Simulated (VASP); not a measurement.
# Ta4S4Br (P-3m1) in VASP: a series of runs, part 2 of 2

VASP 6.6.1.

## (3) Single point, PBE+D3(BJ)

This run uses another cell than the first one, of 18.51 Å³/atom.

Contents of INCAR:

```
ALGO     = Normal         # electronic algorithm
EDIFF    = 1E-7           # SCF threshold, eV
ENCUT    = 520            # plane-wave cutoff, eV
GGA      = PE             # functional
ISIF     = 2              # what is computed and relaxed
ISMEAR   = 0              # smearing method
IVDW     = 12             # dispersion correction
LASPH    = T              # aspherical terms in the spheres
LCHARG   = F              # write CHGCAR
LREAL    = F              # projectors in reciprocal space
LWAVE    = F              # write WAVECAR
NBANDS   = 48             # bands
NELM     = 80             # most SCF steps
PREC     = Accurate       # precision mode
SIGMA    = 0.1            # smearing width, eV
```

Contents of KPOINTS:

```
k-points
0
Gamma
  6 6 2
```

Contents of POSCAR:

```
Ta4S4Br
1.0
    3.6078648965      0.0000000000      0.0000000000
   -1.8039324482      3.1245026538      0.0000000000
    0.0000000000      0.0000000000     14.7778039083
Ta S Br
4 4 1
Direct
    0.0000000000      0.0000000000      0.8141114012
    0.0000000000      0.0000000000      0.1858885988
    0.3333333333      0.6666666667      0.3453049573
    0.6666666667      0.3333333333      0.6546950427
    0.3333333333      0.6666666667      0.7165484522
    0.6666666667      0.3333333333      0.9081782505
    0.3333333333      0.6666666667      0.0918217495
    0.6666666667      0.3333333333      0.2834515478
    0.0000000000      0.0000000000      0.5000000000
```

Potentials or basis: VASP PAW PBE potentials, release 64 (Ta_pv, S, Br).

Run with:

```console
cat potpaw_PBE.64/Ta_pv/POTCAR potpaw_PBE.64/S/POTCAR potpaw_PBE.64/Br/POTCAR > POTCAR
mpirun -np 1 vasp_std > vasp.out
```

OUTCAR:

```text
EDIFF = 1E-7
   ENCUT = 520
   GGA = PE
   ISIF = 2
   ISMEAR = 0
   IVDW = 12
   LASPH = T
   LREAL = F
   NELM = 80
   PREC = Accurate
 IVDW          = 12

 ion  position               nearest neighbor table
   1  0.000  0.000  0.814-   6 2.50   6 2.50   6 2.50   5 2.53   5 2.53   5 2.53   4 3.14   4 3.14
                             4 3.14
   2  0.000  0.000  0.186-   7 2.50   7 2.50   7 2.50   8 2.53   8 2.53   8 2.53   3 3.14   3 3.14
                             3 3.14
   3  0.333  0.667  0.345-   8 2.27   8 2.27   8 2.27   9 3.09   9 3.09   9 3.09   2 3.14   2 3.14
                             2 3.14
   4  0.667  0.333  0.655-   5 2.27   5 2.27   5 2.27   9 3.09   9 3.09   9 3.09   1 3.14   1 3.14
                             1 3.14
   5  0.333  0.667  0.717-   4 2.27   4 2.27   4 2.27   1 2.53   1 2.53   1 2.53
   6  0.667  0.333  0.908-   1 2.50   1 2.50   1 2.50
   7  0.333  0.667  0.092-   2 2.50   2 2.50   2 2.50
   8  0.667  0.333  0.283-   3 2.27   3 2.27   3 2.27   2 2.53   2 2.53   2 2.53
   9  0.000  0.000  0.500-   3 3.09   4 3.09   3 3.09   4 3.09   4 3.09   3 3.09

  LATTYP: Found a hexagonal cell.
 ALAT       =     3.6078648965
 C/A-ratio  =     4.0959970321

  Lattice vectors:

 A1 = (   3.6078648965,   0.0000000000,   0.0000000000)
 A2 = (  -1.8039324482,   3.1245026538,   0.0000000000)
 A3 = (   0.0000000000,   0.0000000000,  14.7778039083)

Analysis of symmetry for initial positions (statically):
=====================================================================
 Subroutine PRICEL returns:
 Original cell was already a primitive cell.

 Routine SETGRP: Setting up the symmetry group for a
 hexagonal supercell.

 Subroutine GETGRP returns: Found 12 space group operations
 (whereof 12 operations were pure point group operations)
 out of a pool of 24 trial point group operations.

The static configuration has the point symmetry D_3d.

Analysis of symmetry for dynamics (positions and initial velocities):
=====================================================================
 Subroutine PRICEL returns:
 Original cell was already a primitive cell.

 Routine SETGRP: Setting up the symmetry group for a
 hexagonal supercell.

 Subroutine GETGRP returns: Found 12 space group operations
 (whereof 12 operations were pure point group operations)
 out of a pool of 24 trial point group operations.

The dynamic configuration has the point symmetry D_3d.

 Subroutine INISYM returns: Found 12 space group operations
 (whereof 12 operations are pure point group operations),
 and found     1 'primitive' translations

----------------------------------------------------------------------------------------

                                     Primitive cell

  volume of cell :     166.5870

  direct lattice vectors                    reciprocal lattice vectors
     3.607864897  0.000000000  0.000000000     0.277172241  0.160025468  0.000000000
    -1.803932448  3.124502654  0.000000000     0.000000000  0.320050936  0.000000000
     0.000000000  0.000000000 14.777803908     0.000000000  0.000000000  0.067669053

[... 62 lines left out ...]
  0.166667  0.000000  0.500000      6.000000
  0.333333  0.000000  0.500000      6.000000
  0.500000  0.000000  0.500000      3.000000
  0.166667  0.166667  0.500000      6.000000
  0.333333  0.166667  0.500000     12.000000
  0.333333  0.333333  0.500000      2.000000
   k-points           NKPTS =     14   k-points in BZ     NKDIM =     14   number of bands    NBANDS=     48
   number of dos      NEDOS =    301   number of ions     NIONS =      9
   total plane-waves  NPLWV =  87808
   dimension x,y,z NGX =    28 NGY =   28 NGZ =  112
   dimension x,y,z NGXF=    56 NGYF=   56 NGZF=  224
   ions per type =               4   4   1
   NGX,Y,Z   is equivalent  to a cutoff of  12.90, 12.90, 12.60 a.u.
   NGXF,Y,Z  is equivalent  to a cutoff of  25.80, 25.80, 25.20 a.u.
 SYSTEM =  unknown system
   PREC   = accura    normal or accurate (medium, high low for compatibility)
   ISTART =      0    job   : 0-new  1-cont  2-samecut
   ICHARG =      2    charge: 1-file 2-atom 10-const
   ISPIN  =      1    spin polarized calculation?
   LNONCOLLINEAR =      F non collinear calculations
   LSORBIT =      F    spin-orbit coupling
   LASPH  =      T    aspherical Exc in radial PAW
   ENCUT  =  520.0 eV  38.22 Ry    6.18 a.u.   6.71  6.71 27.48*2*pi/ulx,y,z
   NELM   =     80;   NELMIN=  2; NELMDL= -5     # of ELM steps
   EDIFF  = 0.1E-06   stopping-criterion for ELM
   LREAL  =      F    real-space projection
   EDIFFG = 0.1E-05   stopping-criterion for IOM
   NSW    =      0    number of steps for IOM
   IBRION =     -1    ionic relax: 0-MD 1-quasi-New 2-CG
   NFREE  =      0    steps in history (QN), initial steepest desc. (CG)
   ISIF   =      2    stress and relaxation
   ISYM   =      2    0-nonsym 1-usesym 2-fastsym
   POTIM  = 0.5000    time-step for ionic-motion
   TEBEG  =    0.0;   TEEND  =   0.0 temperature during run
   PSTRESS=    0.0 pullay stress
   NELECT =      75.0000    total number of electrons
   NUPDOWN=      -1.0000    fix difference up-down
   EMIN   =  10.00;   EMAX   =-10.00  energy-range for DOS
   EFERMI =   0.00;   METHOD = LEGACY
   ISMEAR =     0;   SIGMA  =   0.10  broadening in eV -4-tet -1-fermi 0-gaus
   EFERMI_NEDOS =   21; number of points for ismear=-14 and -15
   IALGO  =     38    algorithm
   IMIX   =      4    mixing-type and parameters
     AMIX     =   0.40;   BMIX     =  1.00
     AMIX_MAG =   1.60;   BMIX_MAG =  1.00
  volume/ion in A,a.u.               =      18.51       124.91
  Fermi-wavevector in a.u.,A,eV,Ry     =   1.254724  2.371085 21.420094  1.574333
  Thomas-Fermi vector in A             =   2.388515
   LORBIT       =      0    0 simple, 1 ext, 2 COOP (PROOUT), +10 PAW based schemes
   GGA     = PE    functional components
   LHFCALC =     F    Hartree Fock is set to
   AEXX    =    0.0000 exact exchange contribution
   IVDW    =    12    specifies the selected vdW correction
   LEPSILON=     F    determine dielectric tensor
   LRPA    =     F    only Hartree local field effects (RPA)
 non-spin polarized calculation
 Gauss-broadening in eV      SIGMA  =   0.10
  energy-cutoff  :      520.00
  volume of cell :      166.59
 maximum number of plane-waves:      4518
 NGX is ok and might be reduce to    28
   NGX = 13   NGY = 13   NGZ = 55

 number of electron      75.0000003 magnetization

 Free energy of the ion-electron system (eV)
  ---------------------------------------------------
  ext. energy  EPLUGINS =         0.00000000
  ---------------------------------------------------
  free energy    TOTEN  =       -68.77145688 eV

  energy without entropy =      -68.73930886  energy(sigma->0) =      -68.75538287

 E-fermi :   7.2534     XC(G=0): -11.0709

 val. band max:        7.2006724645   @ k =   0.3333   0.1667   0.5000
 cond. band min:       7.2725247870   @ k =   0.5000   0.0000   0.5000
 fundamental gap:      0.0718523225
 Fermi energy:         7.2534276380

 k-point     1 :       0.0000    0.0000    0.0000
  band No.  band energies     occupation
      1     -28.8107      2.00000
      2     -28.8105      2.00000
      3     -28.7652      2.00000
      4     -28.7652      2.00000
      5     -28.7652      2.00000
      6     -28.7652      2.00000
[... 703 lines left out ...]
     47       9.6968      0.00000
     48      10.2202      0.00000

------------------------ aborting loop because EDIFF is reached ----------------------------------------

 Edisp (eV)   -4.21861

 E8    (eV) :    -1.8995

  FORCE on cell =-STRESS in cart. coord.  units (eV):
  Direction    XX          YY          ZZ          XY          YZ          ZX
  --------------------------------------------------------------------------------------
  -------------------------------------------------------------------------------------
  Total       0.19071     0.19071     0.09813     0.00000     0.00000     0.00000
  in kB       1.83418     1.83418     0.94381     0.00000     0.00000     0.00000
  external pressure =        1.54 kB  Pullay stress =        0.00 kB

 VOLUME and BASIS-vectors are now :
 -----------------------------------------------------------------------------
  energy-cutoff  :      520.00
  volume of cell :      166.59
      direct lattice vectors                 reciprocal lattice vectors
     3.607864897  0.000000000  0.000000000     0.277172241  0.160025468  0.000000000
    -1.803932448  3.124502654  0.000000000     0.000000000  0.320050936  0.000000000
     0.000000000  0.000000000 14.777803908     0.000000000  0.000000000  0.067669053

 POSITION                                       TOTAL-FORCE (eV/Angst)
 -----------------------------------------------------------------------------------
      0.00000      0.00000     12.03078         0.000000     -0.000000      0.026545
      0.00000      0.00000      2.74703         0.000000      0.000000     -0.026545
     -0.00000      2.08300      5.10285         0.000000     -0.000000      0.018461
      1.80393      1.04150      9.67495         0.000000      0.000000     -0.018461
     -0.00000      2.08300     10.58901        -0.000000     -0.000000      0.006156
      1.80393      1.04150     13.42088        -0.000000      0.000000     -0.008894
     -0.00000      2.08300      1.35692         0.000000     -0.000000      0.008894
      1.80393      1.04150      4.18879        -0.000000      0.000000     -0.006156
      0.00000      0.00000      7.38890         0.000000      0.000000      0.000000
 -----------------------------------------------------------------------------------
    total drift:                                0.000000     -0.000000      0.000000

  FREE ENERGIE OF THE ION-ELECTRON SYSTEM (eV)
  ---------------------------------------------------
  free  energy   TOTEN  =       -72.9900673764 eV

  energy  without entropy=      -72.9579193491  energy(sigma->0) =      -72.97399336
```

Run time: 95 s. Hardware: 1 thread of Intel Xeon 6975P-C (Granite Rapids), shared host; peak memory 0.34 GiB.

What came out:

- Free energy: -72.9901 eV
- Pressure: 0.2 GPa
- Largest force: 0.027 eV/Å
- Band gap on the k mesh: zero (an odd number of electrons rules out a gap without spin polarisation)
- Dispersion energy per atom: -0.469 eV

Forces in eV/Å, atoms in the order of the input:
```
Ta   0.000  0.000  0.027
Ta   0.000  0.000 -0.027
Ta   0.000  0.000  0.018
Ta   0.000  0.000 -0.018
S    0.000  0.000  0.006
S    0.000  0.000 -0.009
S    0.000  0.000  0.009
S    0.000  0.000 -0.006
Br   0.000  0.000  0.000
```

Stress tensor (GPa, compression positive):
```
0.18 0.00 0.00
0.00 0.18 0.00
0.00 0.00 0.09
```

Caveat: spin-orbit coupling is left out, which moves the levels of the heavy elements; an odd number of electrons without spin polarisation forces a metal; a magnetic or distorted state may lie lower.

## (4) Relaxation of cell and atoms, PBE+D3(BJ)

Contents of INCAR:

```
  ALGO = Normal
  EDIFF = 1E-7
  EDIFFG = -0.04
  ENCUT = 600
  GGA = PE
  IBRION = 2
  ISIF = 3
  ISMEAR = 0
  IVDW = 12
  LASPH = True
  LCHARG = False
  LREAL = False
  LWAVE = False
  NELM = 100
  NSW = 90
  PREC = Accurate
  SIGMA = 0.1
```

KPOINTS is that of step 3.

Contents of POSCAR:

```
Ta4S4Br
1.0
    3.5815921200      0.0000000000      0.0000000000
   -1.7907960600      3.1017497600      0.0000000000
    0.0000000000      0.0000000000     14.4338490700
Ta S Br
4 4 1
Direct
    0.0000000000      0.0000000000      0.8107385500
    0.0000000000      0.0000000000      0.1892614500
    0.3333333300      0.6666666700      0.3847822000
    0.6666666700      0.3333333300      0.6152178000
    0.3333333300      0.6666666700      0.7129781800
    0.6666666700      0.3333333300      0.9084989300
    0.3333333300      0.6666666700      0.0915010700
    0.6666666700      0.3333333300      0.2870218200
    0.0000000000      0.0000000000      0.5000000000
```

Run with:

```console
cat potpaw_PBE.64/Ta_pv/POTCAR potpaw_PBE.64/S/POTCAR potpaw_PBE.64/Br/POTCAR > POTCAR
mpirun -np 1 vasp_std > vasp.out
```

Run time: 35 min. Hardware: 1 thread of Intel Xeon 6975P-C (Granite Rapids), shared host; peak memory 0.41 GiB.

The run converged. Its results:

| Item | Value |
| --- | --- |
| Free energy | -72.9919 eV |
| Relaxed volume | 18.53 Å³/atom |
| Relaxed cell | a = 3.610 Å, b = 3.610 Å, c = 14.779 Å, α = 90.00°, β = 90.00°, γ = 120.00° |
| Space group after relaxing (to 0.1 Å) | P-3m1 (No. 164) |
| Energy gained by relaxing | 302.3 meV/atom |
| Ionic steps | 33 |
| Pressure after relaxing | 0.0 GPa |
| Largest force after relaxing | 0.033 eV/Å |
| Band gap on the k mesh | zero (an odd number of electrons rules out a gap without spin polarisation) |
| Dispersion energy per atom | -0.468 eV |

Forces in eV/Å, atoms in the order of the input:
```
Ta   0.000  0.000 -0.006
Ta   0.000  0.000  0.006
Ta   0.000  0.000 -0.033
Ta   0.000  0.000  0.033
S    0.000  0.000  0.006
S    0.000  0.000 -0.014
S    0.000  0.000  0.014
S    0.000  0.000 -0.006
Br   0.000  0.000  0.000
```

The path:
| step | energy change (eV) | largest force (eV/Å) | pressure (GPa) | volume (Å³) |
| --- | --- | --- | --- | --- |
| 1 | 0.0000 | 3.1821 | -3.48 | 160.35 |
| 2 | -1.1331 | 3.3529 | 7.34 | 151.53 |
| 3 | -0.7803 | 2.4381 | 23.67 | 143.89 |
| 4 | -1.2468 | 2.5474 | 11.34 | 149.25 |
| 5 | -1.7343 | 1.1868 | 10.01 | 151.98 |
| 6 | -1.8189 | 1.5148 | 9.88 | 153.10 |
| 7 | -1.9426 | 1.9514 | 9.87 | 155.37 |
| 8 | -2.3329 | 1.2202 | 1.77 | 162.73 |
| 9 | -2.3847 | 1.0460 | -2.09 | 167.03 |
| 10 | -2.4869 | 0.8496 | -1.61 | 167.04 |
| 11 | -2.6332 | 0.3983 | 0.14 | 167.05 |
| 12 | -2.6347 | 0.4224 | 0.38 | 167.04 |
| 13 | -2.6620 | 0.2005 | 0.10 | 167.60 |
| 14 | -2.6791 | 0.3953 | -0.29 | 168.50 |
| 15 | -2.6967 | 0.2295 | 0.34 | 168.33 |
| 16 | -2.7007 | 0.2520 | 0.82 | 168.19 |
| 17 | -2.7048 | 0.0637 | -0.70 | 169.94 |
| 18 | -2.7063 | 0.0824 | -0.19 | 169.35 |
| 19 | -2.7074 | 0.0574 | -0.09 | 169.10 |
| 20 | -2.7081 | 0.1186 | 0.08 | 168.71 |
| 21 | -2.7091 | 0.1043 | -0.01 | 168.67 |
| 22 | -2.7105 | 0.1645 | -0.31 | 168.57 |
| 23 | -2.7111 | 0.1598 | -0.27 | 168.48 |
| 24 | -2.7125 | 0.1461 | -0.14 | 168.22 |
| 25 | -2.7146 | 0.1184 | 0.12 | 167.69 |
| 26 | -2.7162 | 0.1200 | 0.66 | 166.65 |
| 27 | -2.7170 | 0.1095 | 0.61 | 166.61 |
| 28 | -2.7187 | 0.0776 | 0.47 | 166.50 |
| 29 | -2.7196 | 0.0796 | 0.20 | 166.27 |
| 30 | -2.7197 | 0.0751 | 0.27 | 166.32 |
| 31 | -2.7201 | 0.0543 | 0.14 | 166.50 |
| 32 | -2.7204 | 0.0541 | -0.07 | 166.81 |
| 33 | -2.7205 | 0.0333 | -0.02 | 166.80 |

Final structure:
```cif
data_structure
_symmetry_space_group_name_H-M 'P 1'
_symmetry_Int_Tables_number 1
_cell_length_a 3.6101
_cell_length_b 3.6101
_cell_length_c 14.7785
_cell_angle_alpha 90.000
_cell_angle_beta 90.000
_cell_angle_gamma 120.000
_cell_volume 166.80
loop_
_atom_site_label
_atom_site_type_symbol
_atom_site_fract_x
_atom_site_fract_y
_atom_site_fract_z
_atom_site_occupancy
Ta1 Ta 0.00000 0.00000 0.81406 1
Ta2 Ta 0.00000 0.00000 0.18594 1
Ta3 Ta 0.33333 0.66667 0.34555 1
Ta4 Ta 0.66667 0.33333 0.65445 1
S1 S 0.33333 0.66667 0.71629 1
S2 S 0.66667 0.33333 0.90803 1
S3 S 0.33333 0.66667 0.09197 1
S4 S 0.66667 0.33333 0.28371 1
Br1 Br 0.00000 0.00000 0.50000 1
```

Levels at points of the mesh, in eV from the Fermi level:
| k point | band 36 | band 37 | band 38 | band 39 | band 40 | band 41 |
| --- | --- | --- | --- | --- | --- | --- |
| (0.00, 0.00, 0.00) | -2.26 | -1.05 | -0.70 | -0.11 | 0.65 | 0.65 |
| (0.50, 0.00, 0.00) | 0.02 | 0.09 | 0.12 | 0.14 | 0.62 | 0.67 |
| (0.00, 0.00, 0.50) | -2.25 | -0.97 | -0.93 | 0.11 | 0.77 | 0.77 |
| (0.50, 0.00, 0.50) | 0.02 | 0.08 | 0.13 | 0.23 | 0.53 | 0.69 |

Caveat: spin-orbit coupling is left out, which moves the levels of the heavy elements; an odd number of electrons without spin polarisation forces a metal; a magnetic or distorted state may lie lower.

## (5) Single point, PBE+D3(BJ)

This run uses another cell than the first one, of 18.52 Å³/atom.

Contents of INCAR:

```
SYSTEM = Ta4S4Br
PREC = Accurate
ENCUT = 520
EDIFF = 1E-6
ISMEAR = 0
SIGMA = 0.1
LREAL = .False.
LASPH = .True.
NELM = 100
ALGO = Normal
ISIF = 2
LWAVE = .False.
LCHARG = .True.
GGA = PE
IVDW = 12
LELF = .True.
LVHAR = .True.
NBANDS = 48
```

Contents of KPOINTS:

```
regular mesh
0
Gamma
  12 12 4
  0 0 0
```

Contents of POSCAR:

```
Ta4S4Br
1.0
    3.6140862366      0.0000000000      0.0000000000
   -1.8070431183      3.1298904924      0.0000000000
    0.0000000000      0.0000000000     14.7329214548
Ta S Br
4 4 1
Direct
    0.0000000000      0.0000000000      0.8137134065
    0.0000000000      0.0000000000      0.1862865935
    0.3333333333      0.6666666667      0.3454559135
    0.6666666667      0.3333333333      0.6545440865
    0.3333333333      0.6666666667      0.7157116185
    0.6666666667      0.3333333333      0.9075956666
    0.3333333333      0.6666666667      0.0924043334
    0.6666666667      0.3333333333      0.2842883815
    0.0000000000      0.0000000000      0.5000000000
```

Run with:

```console
cat potpaw_PBE.64/Ta_pv/POTCAR potpaw_PBE.64/S/POTCAR potpaw_PBE.64/Br/POTCAR > POTCAR
mpirun -np 1 vasp_std > vasp.out
```

Run time: 5.6 min. Hardware: 1 thread of Intel Xeon 6975P-C (Granite Rapids), shared host; peak memory 0.6 GiB.

It converged, with:

```yaml
Free_energy: -73.0505 eV
Pressure: 0.1 GPa
Largest_force: 0.025 eV/Å
Band_gap_on_the_k_mesh: zero (an odd number of electrons rules out a gap without spin polarisation)
Dispersion_energy_per_atom: -0.469 eV
```

Forces in eV/Å, atoms in the order of the input:
```
Ta   0.000  0.000  0.015
Ta   0.000  0.000 -0.015
Ta   0.000  0.000  0.025
Ta   0.000  0.000 -0.025
S    0.000  0.000  0.012
S    0.000  0.000 -0.001
S    0.000  0.000  0.001
S    0.000  0.000 -0.012
Br   0.000  0.000  0.000
```

Stress tensor (GPa, compression positive):
```
0.17 0.00 0.00
0.00 0.17 0.00
0.00 0.00 0.08
```

Levels at points of the mesh, in eV from the Fermi level:
| k point | band 35 | band 36 | band 37 | band 38 | band 39 | band 40 | band 41 | band 42 |
| --- | --- | --- | --- | --- | --- | --- | --- | --- |
| (0.00, 0.00, 0.00) | -2.15 | -2.15 | -0.90 | -0.55 | -0.02 | 0.81 | 0.81 | 0.96 |
| (0.50, 0.00, 0.00) | -1.10 | 0.12 | 0.17 | 0.22 | 0.23 | 0.74 | 0.78 | 0.83 |
| (0.00, 0.00, 0.50) | -2.14 | -2.14 | -0.81 | -0.80 | 0.20 | 0.91 | 0.91 | 0.94 |
| (0.50, 0.00, 0.50) | -1.08 | 0.11 | 0.17 | 0.23 | 0.32 | 0.65 | 0.79 | 0.91 |

Caveat: spin-orbit coupling is left out, which moves the levels of the heavy elements; an odd number of electrons without spin polarisation forces a metal; a magnetic or distorted state may lie lower.

## (6) The runs side by side

| task | cell | k mesh | cutoff (eV) | gap on the mesh (eV) | pressure (GPa) | largest force (eV/Å) |
| --- | --- | --- | --- | --- | --- | --- |
| single point | a = 3.582, b = 3.582, c = 14.434 Å, angles 90.0, 90.0, 120.0°, 9 atoms, atomic positions A | 6 × 6 × 2 | 520 | none | -3.5 | 3.18 |
| single point | a = 3.608, b = 3.608, c = 14.778 Å, angles 90.0, 90.0, 120.0°, 9 atoms, atomic positions B | 6 × 6 × 2 | 520 | none | 0.2 | 0.03 |
| relaxation of cell and atoms | relaxed from a = 3.582, b = 3.582, c = 14.434 Å, angles 90.0, 90.0, 120.0°, 9 atoms, atomic positions A | 6 × 6 × 2 | 600 | none | 0.0 | 0.03 |
| single point | a = 3.614, b = 3.614, c = 14.733 Å, angles 90.0, 90.0, 120.0°, 9 atoms, atomic positions C | 12 × 12 × 4 | 520 | none | 0.1 | 0.02 |

Alike in all rows: level PBE+D3(BJ); potentials or basis VASP PAW PBE potentials, release 64 (Ta_pv, S, Br); no spin polarisation; smearing gaussian 0.1 eV.

Caveats: spin-orbit coupling is left out, which moves the levels of the heavy elements; an odd number of electrons without spin polarisation forces a metal; a magnetic or distorted state may lie lower; the cell stands under tension (at least some runs).

Absolute energies hang on the potentials; compare differences alone.
